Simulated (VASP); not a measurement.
Crystal: TiO2.

```
Ti O
1.0
     5.14500    0.00000    0.00000
     0.00000    9.18500    0.00000
     0.00000    0.00000    5.44700
Ti O
8 16
Direct
  0.13859 0.12899 0.90559
  0.63859 0.37101 0.09441
  0.86141 0.62899 0.59441
  0.36141 0.87101 0.40559
  0.86141 0.87101 0.09441
  0.36141 0.62899 0.90559
  0.13859 0.37101 0.40559
  0.63859 0.12899 0.59441
  0.46461 0.22988 0.89126
  0.96461 0.27012 0.10874
  0.53539 0.72988 0.60874
  0.03539 0.77012 0.39126
  0.53539 0.77012 0.10874
  0.03539 0.72988 0.89126
  0.46461 0.27012 0.39126
  0.96461 0.22988 0.60874
  0.81606 0.00977 0.85063
  0.31606 0.49023 0.14937
  0.18394 0.50977 0.64937
  0.68394 0.99023 0.35063
  0.18394 0.99023 0.14937
  0.68394 0.50977 0.85063
  0.81606 0.49023 0.35063
  0.31606 0.00977 0.64937
```

Base run:

| Quantity | Value |
| --- | --- |
| Program | VASP 6.6.1 |
| Functional | PBE |
| Potentials or basis | VASP PAW PBE potentials, release 64 (Ti_sv, O) |
| Cutoff | 520 eV |
| k mesh | 5 × 3 × 4 |
| Occupations | fermi-dirac, width 0.02 eV |
| Spin | no spin polarisation |

Its results: band gap on the k mesh 2.36 eV; pressure 5.4 GPa; largest force 0.057 eV/Å.

The run is repeated on the same cell with these changes: functional from PBE to r2SCAN; further incar settings from LREAL = Auto; ALGO = Normal; EDIFF = 1e-07; NBANDS = 114 to LREAL = Auto; ALGO = Normal; EDIFF = 1e-08; NBANDS = 114. What comes out?

Band gap on the k mesh 2.76 eV; pressure 1.0 GPa; largest force 0.107 eV/Å.

Caveats: the cell stands under pressure (at least some runs); the PAW data sets were made with another functional, which shifts forces and pressure a little (at least some runs).

A k mesh can miss the band edges.
